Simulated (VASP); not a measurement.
Here is a VASP 6.6.1 calculation.

File INCAR:

```
SYSTEM = CuP6
PREC = Accurate ; ENCUT = 600
EDIFF = 1E-6 ; ISMEAR = 0
SIGMA = 0.1 ; LREAL = .False.
LASPH = .True. ; NELM = 80
ALGO = Normal ; ISIF = 3
LWAVE = .False. ; LCHARG = .False.
GGA = PE ; IBRION = 2
NSW = 90 ; EDIFFG = -0.04
```

KPOINTS

```
regular mesh
0
Gamma
  4 4 4
  0 0 0
```

Contents of POSCAR:

```
CuP6
1.0
    5.3401816300      0.0000000000      0.0000000000
    0.0000000000      5.3401816300      0.0000000000
    0.0000000000      0.0000000000      5.3401816300
Cu P
1 6
Direct
    0.0000000000      0.0000000000      0.0000000000
    0.2099999900      0.5000000000      0.5000000000
    0.5000000000      0.2099999900      0.5000000000
    0.7900000100      0.5000000000      0.5000000000
    0.5000000000      0.7900000100      0.5000000000
    0.5000000000      0.5000000000      0.2099999900
    0.5000000000      0.5000000000      0.7900000100
```

Potentials or basis: VASP PAW PBE potentials, release 64 (Cu, P).

Command:

```sh
$ cat potpaw_PBE.64/Cu/POTCAR potpaw_PBE.64/P/POTCAR > POTCAR
$ mpirun -np 1 vasp_std > vasp.out
```

Task: Estimate the relaxed volume.

Result: 27.06 Å³/atom.

Task: What does it give for the relaxed cell?

Result: a = 5.743 Å, b = 5.743 Å, c = 5.743 Å, α = 90.00°, β = 90.00°, γ = 90.00°.

Task: Predict the space group after relaxing (to 0.05 Å).

Result: Pm-3m (No. 221).

Final structure:
```yaml
crystal:
  lattice:
    - [5.74274, 0.00000, 0.00000]
    - [0.00000, 5.74274, 0.00000]
    - [0.00000, 0.00000, 5.74274]
  atoms:
    - { symbol: Cu, position: [0.00000, 0.00000, 0.00000] }
    - { symbol: P, position: [0.17907, 0.50000, 0.50000] }
    - { symbol: P, position: [0.50000, 0.17907, 0.50000] }
    - { symbol: P, position: [0.82093, 0.50000, 0.50000] }
    - { symbol: P, position: [0.50000, 0.82093, 0.50000] }
    - { symbol: P, position: [0.50000, 0.50000, 0.17907] }
    - { symbol: P, position: [0.50000, 0.50000, 0.82093] }
```

Caveat: the volume moved by over 15 % at a fixed basis, so the end points are rough.
